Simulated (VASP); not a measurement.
Set up this calculation in VASP 6.6.1, as the native input.

```
Task                   : relaxation of cell and atoms
Functional             : PBEsol
Potentials or basis    : VASP PAW PBE potentials, release 64 (Ba_sv, S)
Cutoff                 : 600 eV
k mesh                 : 6 × 6 × 6
Occupations            : gaussian, width 0.05 eV
Spin                   : no spin polarisation
Dipole correction      : no
Further INCAR settings : ALGO = Normal; EDIFF = 1e-07; IBRION = 2; EDIFFG = -0.01; NSW = 80; ISIF = 3
```

The structure of BaS lies in POSCAR:

```
BaS
1.0
    5.1660121097      0.0000000000      0.0000000000
    0.0000000000      5.1660121097      0.0000000000
    0.0000000000      0.0000000000      6.5096052705
Ba S
2 2
Direct
    0.5000000000      0.0000000000      0.2368000000
    0.0000000000      0.5000000000      0.7632000000
    0.0000000000      0.0000000000      0.0000000000
    0.5000000000      0.5000000000      0.0000000000
```

These files were run (other wordings do the same):

INCAR

```
ALGO = Normal
EDIFF = 1E-7
EDIFFG = -0.01
ENCUT = 600
GGA = PS
IBRION = 2
ISIF = 3
ISMEAR = 0
LASPH = T
LCHARG = F
LREAL = F
LWAVE = F
NELM = 80
NSW = 80
PREC = Accurate
SIGMA = 0.05
```

KPOINTS

```
k-points
0
Gamma
  6 6 6
```

Potentials or basis: VASP PAW PBE potentials, release 64 (Ba_sv, S).

Run with:

```bash
$ cat potpaw_PBE.64/Ba_sv/POTCAR potpaw_PBE.64/S/POTCAR > POTCAR
$ mpirun -np 1 vasp_std > vasp.out
```

Results of the run:

The relaxed volume is 27.77 Å³/atom. The relaxed cell is a = 5.383 Å, b = 5.383 Å, c = 3.834 Å, α = 90.00°, β = 90.00°, γ = 90.00°, the space group after relaxing (to 0.1 Å) is P4/nmm (No. 129) and the energy gained by relaxing is 476.6 meV/atom. The ionic steps are 26, the pressure after relaxing is 0.0 GPa and the largest force after relaxing is 0.008 eV/Å. The band gap on the k mesh is 1.52 eV.

Caveat: the volume moved by over 15 % at a fixed basis, so the end points are rough; the PAW data sets were made with another functional, which shifts forces and pressure a little; spin-orbit coupling is left out, which moves the levels of the heavy elements.

It took 38 min on 1 thread of Intel(R) Xeon(R) Platinum 8559C (Emerald Rapids) (shared host), peak memory 0.47 GiB.
